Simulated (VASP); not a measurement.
Here is a VASP 6.6.1 calculation.

File INCAR:

```
  PREC = Accurate
  ENCUT = 600
  EDIFF = 1E-6
  ISMEAR = 0
  SIGMA = 0.05
  LREAL = False
  LASPH = True
  NELM = 120
  ALGO = Normal
  ISIF = 2
  LWAVE = False
  LCHARG = False
  GGA = PE
  NBANDS = 16
  GGA_COMPAT = False
```

File KPOINTS:

```
Automatic mesh
0
Gamma
  8 8 6
```

POSCAR

```
MgSe
1.0
    0.0000000000     -2.7544118772     -2.7544118772
    0.0000000000      2.7544118772     -2.7544118772
    5.5088237545      0.0000000000      0.0000000000
Mg Se
2 2
Direct
    0.5000000000      0.5000000000      0.5000000000
    0.0000000000      0.0000000000      0.0000000000
    0.5000000000      0.5000000000      0.0000000000
    0.0000000000      0.0000000000      0.5000000000
```

Potentials or basis: VASP PAW PBE potentials, release 64 (Mg, Se).

Run with:

```console
$ cat potpaw_PBE.64/Mg/POTCAR potpaw_PBE.64/Se/POTCAR > POTCAR
$ mpirun -np 1 vasp_std > vasp.out
```

Problem. What does it give for the band gap on the k mesh?

Solution. 1.75 eV.

Problem. Predict the pressure.

Solution. -0.2 GPa.

A k mesh can miss the band edges.
